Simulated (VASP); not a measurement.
A run of VASP 6.6.1 is set up as follows.

The input INCAR:

```
  ALGO = Normal
  EDIFF = 1E-7
  EDIFFG = -0.008
  ENCUT = 600
  GGA = CA
  IBRION = 2
  ISIF = 3
  ISMEAR = 0
  LASPH = T
  LCHARG = F
  LREAL = F
  LWAVE = F
  NELM = 60
  NSW = 70
  PREC = Accurate
  PSTRESS = 100.0
  SIGMA = 0.02
```

Contents of KPOINTS:

```
k-points
0
Gamma
  6 6 4
```

Contents of POSCAR:

```
SiO2
1.0
    4.5181858282      0.0000000000      0.0000000000
    0.0000000000      4.5181858282      0.0000000000
    0.0000000000      0.0000000000      6.0911563872
Si O
4 8
Direct
    0.1647708356      0.1647708356      0.0000000000
    0.3352291644      0.6647708356      0.7500000000
    0.6647708356      0.3352291644      0.2500000000
    0.8352291644      0.8352291644      0.5000000000
    0.6724056576      0.7237924035      0.7119416631
    0.3275943424      0.2762075965      0.2119416631
    0.7237924035      0.6724056576      0.2880583369
    0.2237924035      0.8275943424      0.9619416631
    0.2762075965      0.3275943424      0.7880583369
    0.1724056576      0.7762075965      0.5380583369
    0.8275943424      0.2237924035      0.0380583369
    0.7762075965      0.1724056576      0.4619416631
```

Potentials or basis: VASP PAW LDA potentials, release 64 (Si, O).

Launch:

```console
$ cat potpaw_LDA.64/Si/POTCAR potpaw_LDA.64/O/POTCAR > POTCAR
$ mpirun -np 1 vasp_std > vasp.out
```

Task: Predict the band gap on the k mesh.

Result: 5.94 eV.

Task: What does it give for the space group after relaxing (to 0.1 Å)?

Result: P4_32_12 (No. 96).

Task: What does it give for the relaxed volume?

Result: 10.26 Å³/atom.

Forces on the atoms (eV/Å):
```
Si   0.002  0.002  0.000
Si  -0.002  0.002  0.000
Si   0.002 -0.002  0.000
Si  -0.002 -0.002  0.000
O    0.000 -0.001  0.006
O    0.000  0.001  0.006
O   -0.001  0.000 -0.006
O   -0.001  0.000  0.006
O    0.001  0.000 -0.006
O    0.000  0.001 -0.006
O    0.000 -0.001 -0.006
O    0.001  0.000  0.006
```

Caveat: the cell is relaxed towards a set pressure, so the run minimises the enthalpy, not the energy. A k mesh can miss the band edges.
